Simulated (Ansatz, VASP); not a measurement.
# Two plane-wave programs on ReB

```
Re B
1.0
     2.81810    0.00000    0.00000
     0.00000    2.81810    0.00000
     0.00000    0.00000    5.92106
Re B
2 2
Direct
  0.50000 0.50000 0.21214
  0.50000 0.50000 0.78786
  0.00000 0.50000 0.50000
  0.50000 0.00000 0.50000
```

Alike in both runs: functional PBE; k mesh 6 × 6 × 4; occupations gaussian, width 0.1 eV; no spin polarisation.

Ansatz relaxed the structure, and its values are those at the end. VASP's run is a single point on that final structure, the one shown.

```csv
,VASP,Ansatz
version,VASP 6.6.1,Ansatz 0.2.0
potentials or method,"VASP PAW PBE potentials, release 64 (Re_sv_GW, B), cutoff 500 eV","scalar-relativistic, plane waves, PAW"
valence electrons in the cell,36,36
```

|  | VASP | Ansatz | Ansatz less VASP |
| --- | --- | --- | --- |
| gap on the k mesh at the Fermi level (eV) | none | none | - |
| pressure (GPa) | -1.7 | -0.3 | +1.39 |
| rms of the force components (eV/Å) | 0.021 | 0.014 | -0.0067 |

A gap of «none» marks a metal or a gap that the smearing closes. The functional is the same, so the differences come from potentials, cutoffs and numerics.

The k mesh is coarse, so the values compare programs but aren't converged. Spin-orbit coupling is off throughout.
